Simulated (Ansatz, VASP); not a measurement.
# H8CO6 in VASP and in Ansatz

```
O H C
1.0
     5.70827    0.00000    0.00000
     0.00000    5.70827    0.00000
     0.00000    0.00000    5.70827
O H C
6 8 1
Direct
  0.38811 0.12503 0.24990
  0.10418 0.80256 0.50266
  0.67971 0.54911 0.34049
  0.59115 0.84392 0.88150
  0.15155 0.55124 0.01670
  0.96727 0.21125 0.88011
  0.44099 0.02668 0.12046
  0.28330 0.02232 0.34014
  0.05892 0.85245 0.65878
  0.97108 0.71021 0.44300
  0.59008 0.40146 0.33395
  0.63450 0.63192 0.19710
  0.53227 0.78456 0.73147
  0.70664 0.96186 0.83982
  0.06117 0.38001 0.95095
```

Alike in both runs: functional PBE; k mesh 1 × 1 × 1; occupations fermi-dirac, width 0.05 eV; no spin polarisation.

Ansatz relaxed the structure, and its values are those at the end. VASP's run is a single point on that final structure, the one shown.

```csv
,VASP,Ansatz
version,VASP 6.6.1,Ansatz 0.2.0
potentials or method,"VASP PAW PBE potentials, release 64 (O, H, C), cutoff 520 eV","scalar-relativistic, plane waves, PAW"
valence electrons in the cell,48,48
```

|  | VASP | Ansatz | Ansatz less VASP |
| --- | --- | --- | --- |
| rms of the force components (eV/Å) | 0.130 | 0.092 | -0.0377 |

One of these differences is far larger than is usual between the two programs; its cause wasn't traced. The functional is the same, so the differences come from potentials, cutoffs and numerics.

Noted on VASP's run: the standard files for N, O and F lose accuracy on very short bonds.
